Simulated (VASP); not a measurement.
# BiAu (rocksalt type) (Fm-3m) in VASP: further runs

Runs on BiAu (rocksalt type). Level: PBE. Tasks: electric field gradients.

Everything below comes from runs of VASP 6.6.1. Logs are shortened: lines on timing, memory, paths and dates and some standing lists are left out, and cuts for length are marked.

### 1 The cell of the first run

Symmetry: Fm-3m, No. 225, cubic system. The conventional cell has a = 5.984 Å, b = 5.984 Å, c = 5.984 Å, α = 90.00°, β = 90.00°, γ = 90.00°. Within 3.9 Å of Au (site symmetry m-3m) lie 6 Bi at 2.99 Å. Within 3.9 Å of Bi (site symmetry m-3m) lie 6 Au at 2.99 Å.

### 2 Electric field gradients, PBE (volume scaled by 1.02)

INCAR

```
SYSTEM = BiAu
ALGO     = Normal         ! electronic algorithm
EDIFF    = 1E-8           ! SCF threshold, eV
ENCUT    = 400            ! plane-wave cutoff, eV
GGA      = PE             ! functional
GGA_COMPAT= .False.      
ISIF     = 2              ! what is computed and relaxed
ISMEAR   = -1             ! smearing method
LASPH    = .True.         ! aspherical terms in the spheres
LCHARG   = .False.        ! write CHGCAR
LEFG     = .True.       
LREAL    = .False.        ! projectors in reciprocal space
LWAVE    = .False.        ! write WAVECAR
NBANDS   = 20             ! bands
NELM     = 120            ! most SCF steps
PREC     = Accurate       ! precision mode
SIGMA    = 0.03           ! smearing width, eV
```

KPOINTS

```
k-points
0
Gamma
  12 12 12
  0 0 0
```

POSCAR

```
BiAu
1.0
    0.0000000000      2.9921384358      2.9921384358
    2.9921384358      0.0000000000      2.9921384358
    2.9921384358      2.9921384358      0.0000000000
Au Bi
1 1
Direct
    0.0000000000      0.0000000000      0.0000000000
    0.5000000000      0.5000000000      0.5000000000
```

Potentials or basis: VASP PAW PBE potentials, release 64 (Au, Bi_d).

Command:

```sh
> cat potpaw_PBE.64/Au/POTCAR potpaw_PBE.64/Bi_d/POTCAR > POTCAR
> mpirun -np 1 vasp_std > vasp.out
```

OUTCAR:

```text
SYSTEM = BiAu
   EDIFF = 1E-8
   ENCUT = 400
   GGA = PE
   ISIF = 2
   ISMEAR = -1
   LASPH = .True.
   LREAL = .False.
   NELM = 120
   PREC = Accurate

 ion  position               nearest neighbor table
   1  0.000  0.000  0.000-   2 2.99   2 2.99   2 2.99   2 2.99   2 2.99   2 2.99
   2  0.500  0.500  0.500-   1 2.99   1 2.99   1 2.99   1 2.99   1 2.99   1 2.99

  LATTYP: Found a face centered cubic cell.
 ALAT       =     5.9842768716

  Lattice vectors:

 A1 = (   0.0000000000,   2.9921384358,   2.9921384358)
 A2 = (   2.9921384358,   0.0000000000,   2.9921384358)
 A3 = (   2.9921384358,   2.9921384358,   0.0000000000)

Analysis of symmetry for initial positions (statically):
=====================================================================
 Subroutine PRICEL returns:
 Original cell was already a primitive cell.

 Routine SETGRP: Setting up the symmetry group for a
 face centered cubic supercell.

 Subroutine GETGRP returns: Found 48 space group operations
 (whereof 48 operations were pure point group operations)
 out of a pool of 48 trial point group operations.

The static configuration has the point symmetry O_h .

Analysis of symmetry for dynamics (positions and initial velocities):
=====================================================================
 Subroutine PRICEL returns:
 Original cell was already a primitive cell.

 Routine SETGRP: Setting up the symmetry group for a
 face centered cubic supercell.

 Subroutine GETGRP returns: Found 48 space group operations
 (whereof 48 operations were pure point group operations)
 out of a pool of 48 trial point group operations.

The dynamic configuration has the point symmetry O_h .

 Subroutine INISYM returns: Found 48 space group operations
 (whereof 48 operations are pure point group operations),
 and found     1 'primitive' translations

----------------------------------------------------------------------------------------

                                     Primitive cell

  volume of cell :      53.5766

  direct lattice vectors                    reciprocal lattice vectors
     0.000000000  2.992138436  2.992138436    -0.167104568  0.167104568  0.167104568
     2.992138436  0.000000000  2.992138436     0.167104568 -0.167104568  0.167104568
     2.992138436  2.992138436  0.000000000     0.167104568  0.167104568 -0.167104568

  length of vectors
     4.231522756  4.231522756  4.231522756     0.289433602  0.289433602  0.289433602

  position of ions in fractional coordinates (direct lattice)
     0.000000000  0.000000000  0.000000000
     0.500000000  0.500000000  0.500000000

  ion indices of the primitive-cell ions
   primitive index   ion index
                 1           1
                 2           2

----------------------------------------------------------------------------------------

 KPOINTS: k-points

Automatic generation of k-mesh.
 Grid dimensions read from file:
 generate k-points for:   12   12   12

 Generating k-lattice:

  Cartesian coordinates                     Fractional coordinates (reciprocal lattice)
    -0.013925381  0.013925381  0.013925381     0.083333333  0.000000000  0.000000000
     0.013925381 -0.013925381  0.013925381     0.000000000  0.083333333  0.000000000
     0.013925381  0.013925381 -0.013925381     0.000000000  0.000000000  0.083333333

  Length of vectors
     0.024119467  0.024119467  0.024119467

  Shift w.r.t. Gamma in fractional coordinates (k-lattice)
     0.000000000  0.000000000  0.000000000

 Subroutine IBZKPT returns following result:
 ===========================================

 Found     72 irreducible k-points:

 Following reciprocal coordinates:
            Coordinates               Weight
  0.000000  0.000000  0.000000      1.000000
  0.083333  0.000000  0.000000      8.000000
  0.166667  0.000000  0.000000      8.000000
  0.250000  0.000000  0.000000      8.000000
  0.333333  0.000000  0.000000      8.000000
  0.416667  0.000000  0.000000      8.000000
[... 16 lines left out ...]
  0.500000  0.166667  0.000000     24.000000
 -0.416667  0.166667  0.000000     24.000000
 [... further k-points ...]
   k-points           NKPTS =     72   k-points in BZ     NKDIM =     72   number of bands    NBANDS=     20
   number of dos      NEDOS =    301   number of ions     NIONS =      2
   total plane-waves  NPLWV =  21952
   dimension x,y,z NGX =    28 NGY =   28 NGZ =   28
   dimension x,y,z NGXF=    56 NGYF=   56 NGZF=   56
   ions per type =               1   1
   NGX,Y,Z   is equivalent  to a cutoff of  11.00, 11.00, 11.00 a.u.
   NGXF,Y,Z  is equivalent  to a cutoff of  22.00, 22.00, 22.00 a.u.
 SYSTEM =  BiAu
   PREC   = accura    normal or accurate (medium, high low for compatibility)
   ISTART =      0    job   : 0-new  1-cont  2-samecut
   ICHARG =      2    charge: 1-file 2-atom 10-const
   ISPIN  =      1    spin polarized calculation?
   LNONCOLLINEAR =      F non collinear calculations
   LSORBIT =      F    spin-orbit coupling
   LASPH  =      T    aspherical Exc in radial PAW
   ENCUT  =  400.0 eV  29.40 Ry    5.42 a.u.   6.90  6.90  6.90*2*pi/ulx,y,z
   NELM   =    120;   NELMIN=  2; NELMDL= -5     # of ELM steps
   EDIFF  = 0.1E-07   stopping-criterion for ELM
   LREAL  =      F    real-space projection
   EDIFFG = 0.1E-06   stopping-criterion for IOM
   NSW    =      0    number of steps for IOM
   IBRION =     -1    ionic relax: 0-MD 1-quasi-New 2-CG
   NFREE  =      0    steps in history (QN), initial steepest desc. (CG)
   ISIF   =      2    stress and relaxation
   ISYM   =      2    0-nonsym 1-usesym 2-fastsym
   POTIM  = 0.5000    time-step for ionic-motion
   TEBEG  =    0.0;   TEEND  =   0.0 temperature during run
   PSTRESS=    0.0 pullay stress
   NELECT =      26.0000    total number of electrons
   NUPDOWN=      -1.0000    fix difference up-down
   EMIN   =  10.00;   EMAX   =-10.00  energy-range for DOS
   EFERMI =   0.00;   METHOD = LEGACY
   ISMEAR =    -1;   SIGMA  =   0.03  broadening in eV -4-tet -1-fermi 0-gaus
   EFERMI_NEDOS =   21; number of points for ismear=-14 and -15
   IALGO  =     38    algorithm
   IMIX   =      4    mixing-type and parameters
     AMIX     =   0.40;   BMIX     =  1.00
     AMIX_MAG =   1.60;   BMIX_MAG =  1.00
  volume/ion in A,a.u.               =      26.79       180.78
  Fermi-wavevector in a.u.,A,eV,Ry     =   1.286494  2.431120 22.518534  1.655066
  Thomas-Fermi vector in A             =   2.418565
   LORBIT       =      0    0 simple, 1 ext, 2 COOP (PROOUT), +10 PAW based schemes
   GGA     = PE    functional components
   LHFCALC =     F    Hartree Fock is set to
   AEXX    =    0.0000 exact exchange contribution
   IVDW    =     0    specifies the selected vdW correction
   LEPSILON=     F    determine dielectric tensor
   LRPA    =     F    only Hartree local field effects (RPA)
 non-spin polarized calculation
  energy-cutoff  :      400.00
  volume of cell :       53.58
 maximum number of plane-waves:       983
   NGX = 13   NGY = 13   NGZ = 13

 number of electron      25.9999992 magnetization

 Free energy of the ion-electron system (eV)
  ---------------------------------------------------
  ext. energy  EPLUGINS =         0.00000000
  ---------------------------------------------------
  free energy    TOTEN  =        -7.14651193 eV

  energy without entropy =       -7.14352718  energy(sigma->0) =       -7.14501955

 E-fermi :   7.0473     XC(G=0): -10.5145

 val. band max:        7.0372364507   @ k =   0.3333   0.2500   0.0000
 cond. band min:       7.0837991014   @ k =  -0.3333   0.3333   0.0833
 fundamental gap:      0.0465626507
 Fermi energy:         7.0472617541

 k-point     1 :       0.0000    0.0000    0.0000
  band No.  band energies     occupation
      1     -15.8499      2.00000
      2     -15.8499      2.00000
      3     -15.8324      2.00000
      4     -15.8324      2.00000
      5     -15.8324      2.00000
      6      -5.2077      2.00000
[... 12 lines left out ...]
     19      15.6291      0.00000
     20      16.3333      0.00000

 k-point     2 :       0.0833    0.0000    0.0000
  band No.  band energies     occupation
      1     -15.8492      2.00000
      2     -15.8492      2.00000
      3     -15.8320      2.00000
      4     -15.8314      2.00000
      5     -15.8314      2.00000
      6      -5.1365      2.00000
[... 12 lines left out ...]
     19      15.2496      0.00000
     20      16.5222      0.00000
[... 465 lines left out ...]
      3     -15.8261      2.00000
      4     -15.8159      2.00000
      5     -15.8119      2.00000
      6      -3.7633      2.00000
[... 12 lines left out ...]
     19      16.4015      0.00000
     20      19.5910      0.00000

 k-point    24 :      -0.4167    0.1667    0.0000
  band No.  band energies     occupation
      1     -15.8471      2.00000
      2     -15.8405      2.00000
      3     -15.8239      2.00000
      4     -15.8160      2.00000
      5     -15.8131      2.00000
      6      -3.7145      2.00000
[... 12 lines left out ...]
     19      17.4485      0.00000
     20      18.5309      0.00000

 [... further k-points ...]
[... 5 lines left out ...]
  --------------------------------------------------------------------------------------
  -------------------------------------------------------------------------------------
  Total       -0.4829562     -0.4829562     -0.4829562     -0.0000000      0.0000000     -0.0000000
  in kB      -14.4425306    -14.4425306    -14.4425306     -0.0000000      0.0000000     -0.0000000
  external PRESSURE =     -14.4425306 kB  Pullay stress =       0.0000000 kB

 VOLUME and BASIS-vectors are now :
 -----------------------------------------------------------------------------
  energy-cutoff  :      400.00
  volume of cell :       53.58
      direct lattice vectors                 reciprocal lattice vectors
     0.000000000  2.992138436  2.992138436    -0.167104568  0.167104568  0.167104568
     2.992138436  0.000000000  2.992138436     0.167104568 -0.167104568  0.167104568
     2.992138436  2.992138436  0.000000000     0.167104568  0.167104568 -0.167104568

 POSITION                                       TOTAL-FORCE (eV/Angst)
 -----------------------------------------------------------------------------------
      0.00000      0.00000      0.00000        -0.000000     -0.000000      0.000000
      2.99214      2.99214      2.99214         0.000000      0.000000      0.000000
 -----------------------------------------------------------------------------------
    total drift:                                0.000000      0.000000      0.000000

  FREE ENERGIE OF THE ION-ELECTRON SYSTEM (eV)
  ---------------------------------------------------
  free  energy   TOTEN  =        -7.1465119297 eV

  energy  without entropy=       -7.1435271800  energy(sigma->0) =       -7.14501955

 Electric field gradients (V/A^2)
---------------------------------------------------------------------
 ion       V_xx      V_yy      V_zz      V_xy      V_xz      V_yz
---------------------------------------------------------------------
   1      -0.000     0.000     0.000    -0.000    -0.000    -0.000
   2      -0.000    -0.000    -0.000     0.001     0.001     0.001
---------------------------------------------------------------------

 Electric field gradients after diagonalization (V/A^2)
 (convention: |V_zz| > |V_xx| > |V_yy|)
----------------------------------------------------------------------
 ion       V_xx      V_yy      V_zz     asymmetry (V_yy - V_xx)/ V_zz
----------------------------------------------------------------------
   1       0.000     0.000    -0.001       0.000
   2      -0.001    -0.001     0.003       0.000
----------------------------------------------------------------------

           NMR quadrupolar parameters

 Cq : quadrupolar parameter    Cq=e*Q*V_zz/h
 eta: asymmetry parameters     (V_yy - V_xx)/ V_zz
 Q  : nuclear electric quadrupole moment in mb (millibarn)
----------------------------------------------------------------------
 ion       Cq(MHz)       eta       Q (mb)
----------------------------------------------------------------------
   1      -0.000       0.000       1.000
   2       0.000       0.000       1.000
----------------------------------------------------------------------
```

Wall time 33 s (1 thread of Intel Xeon Platinum 8488C (Sapphire Rapids), shared host); peak memory 0.19 GiB.

Results:

```yaml
Free_energy: -7.1465 eV
Pressure: -1.4 GPa
Band_gap_on_the_k_mesh: zero (band 13 reaches 9.83 eV, above the bottom of band 14 at 4.76 eV)
```

Levels at points of the mesh, in eV from the Fermi level:
```
           k point  band 10  band 11  band 12  band 13  band 14  band 15  band 16  band 17
(0.00, 0.00, 0.00)    -4.16    -4.16     0.61     0.99     0.99     0.99     7.56     8.58
(0.50, 0.00, 0.00)    -3.89    -3.89    -3.49     2.78     2.78     3.22     5.04     5.04
(0.50, 0.50, 0.00)    -3.74    -3.74    -3.15    -1.34    -1.27    -1.27     5.94    11.01
```

Caveat: without QUAD_EFG the Cq values of the log hold for a quadrupole moment of 1 mb, not for the nuclei; spin-orbit coupling is left out, which moves the levels of the heavy elements.

### 3 Electric field gradients, PBE (volume scaled by 1.06)

INCAR

```
SYSTEM = BiAu
PREC     = Accurate       ! precision mode
ENCUT    = 400            ! plane-wave cutoff, eV
EDIFF    = 1E-8           ! SCF threshold, eV
ISMEAR   = -1             ! smearing method
SIGMA    = 0.03           ! smearing width, eV
LREAL    = .FALSE.        ! projectors in reciprocal space
LASPH    = .TRUE.         ! aspherical terms in the spheres
NELM     = 120            ! most SCF steps
ALGO     = Normal         ! electronic algorithm
ISIF     = 2              ! what is computed and relaxed
LWAVE    = .FALSE.        ! write WAVECAR
LCHARG   = .FALSE.        ! write CHGCAR
GGA      = PE             ! functional
LEFG     = .TRUE.       
NBANDS   = 20             ! bands
GGA_COMPAT= .FALSE.
```

KPOINTS

```
Automatic mesh
0
G
  12 12 12
  0 0 0
```

POSCAR

```
BiAu
1.0
    0.0000000000      3.0307509324      3.0307509324
    3.0307509324      0.0000000000      3.0307509324
    3.0307509324      3.0307509324      0.0000000000
Au Bi
1 1
Direct
    0.0000000000      0.0000000000      0.0000000000
    0.5000000000      0.5000000000      0.5000000000
```

Potentials or basis: VASP PAW PBE potentials, release 64 (Au, Bi_d).

Command:

```sh
> cat potpaw_PBE.64/Au/POTCAR potpaw_PBE.64/Bi_d/POTCAR > POTCAR
> mpirun -np 1 vasp_std > vasp.out
```

OUTCAR:

```text
SYSTEM = BiAu
   PREC = Accurate
   ENCUT = 400
   EDIFF = 1E-8
   ISMEAR = -1
   LREAL = .FALSE.
   LASPH = .TRUE.
   NELM = 120
   ISIF = 2
   GGA = PE

 ion  position               nearest neighbor table
   1  0.000  0.000  0.000-   2 3.03   2 3.03   2 3.03   2 3.03   2 3.03   2 3.03
   2  0.500  0.500  0.500-   1 3.03   1 3.03   1 3.03   1 3.03   1 3.03   1 3.03

  LATTYP: Found a face centered cubic cell.
 ALAT       =     6.0615018648

  Lattice vectors:

 A1 = (   0.0000000000,   3.0307509324,   3.0307509324)
[... 764 lines left out ...]
  ---------------------------------------------------
  free  energy   TOTEN  =        -7.1137178991 eV

  energy  without entropy=       -7.1106576882  energy(sigma->0) =       -7.11218779

 Electric field gradients (V/A^2)
---------------------------------------------------------------------
 ion       V_xx      V_yy      V_zz      V_xy      V_xz      V_yz
---------------------------------------------------------------------
   1      -0.000    -0.000    -0.000    -0.001    -0.001    -0.001
   2       0.000    -0.000     0.000     0.000     0.000     0.000
---------------------------------------------------------------------

 Electric field gradients after diagonalization (V/A^2)
 (convention: |V_zz| > |V_xx| > |V_yy|)
----------------------------------------------------------------------
 ion       V_xx      V_yy      V_zz     asymmetry (V_yy - V_xx)/ V_zz
----------------------------------------------------------------------
   1       0.001     0.001    -0.002       0.000
   2      -0.000    -0.000     0.000       0.000
----------------------------------------------------------------------

           NMR quadrupolar parameters

 Cq : quadrupolar parameter    Cq=e*Q*V_zz/h
 eta: asymmetry parameters     (V_yy - V_xx)/ V_zz
 Q  : nuclear electric quadrupole moment in mb (millibarn)
----------------------------------------------------------------------
 ion       Cq(MHz)       eta       Q (mb)
----------------------------------------------------------------------
   1      -0.000       0.000       1.000
   2       0.000       0.000       1.000
----------------------------------------------------------------------
```

OSZICAR:

```text
N       E                     dE             d eps       ncg     rms          rms(c)
DAV:   1     0.202579955271E+03    0.20258E+03   -0.11736E+04  2928   0.122E+03
DAV:   2     0.623289214375E+01   -0.19635E+03   -0.18908E+03  2956   0.337E+02
DAV:   3    -0.707754727084E+01   -0.13310E+02   -0.13200E+02  3400   0.954E+01
DAV:   4    -0.740249053617E+01   -0.32494E+00   -0.32470E+00  3416   0.152E+01
DAV:   5    -0.741390545187E+01   -0.11415E-01   -0.11414E-01  3768   0.273E+00    0.411E+00
DAV:   6    -0.713216679669E+01    0.28174E+00   -0.13525E+00  3084   0.792E+00    0.292E+00
DAV:   7    -0.711799021655E+01    0.14177E-01   -0.43591E-02  3308   0.204E+00    0.160E+00
DAV:   8    -0.711402952464E+01    0.39607E-02   -0.17186E-02  3560   0.112E+00    0.185E-01
DAV:   9    -0.711372181802E+01    0.30771E-03   -0.14116E-03  3556   0.445E-01    0.954E-02
DAV:  10    -0.711371384923E+01    0.79688E-05   -0.26681E-04  3348   0.156E-01    0.154E-02
DAV:  11    -0.711371746772E+01   -0.36185E-05   -0.83393E-06  3120   0.259E-02    0.265E-03
DAV:  12    -0.711371795738E+01   -0.48965E-06   -0.84280E-07  3580   0.775E-03    0.149E-03
DAV:  13    -0.711371793140E+01    0.25973E-07   -0.86802E-08  3696   0.297E-03    0.556E-04
DAV:  14    -0.711371789338E+01    0.38023E-07   -0.12148E-08  2132   0.100E-03    0.950E-05
DAV:  15    -0.711371789915E+01   -0.57676E-08   -0.17748E-09  1668   0.550E-04
   1 F= -.71137179E+01 E0= -.71121878E+01  d E =-.306021E-02
```

It took 38 s on 1 thread of Intel Xeon Platinum 8488C (Sapphire Rapids), shared host; peak memory 0.19 GiB.

What came out:

| Quantity | Value |
| --- | --- |
| Free energy | -7.1137 eV |
| Pressure | -3.7 GPa |
| Band gap on the k mesh | zero (band 13 reaches 9.20 eV, above the bottom of band 14 at 4.39 eV) |

Caveat: without QUAD_EFG the Cq values of the log hold for a quadrupole moment of 1 mb, not for the nuclei; spin-orbit coupling is left out, which moves the levels of the heavy elements.
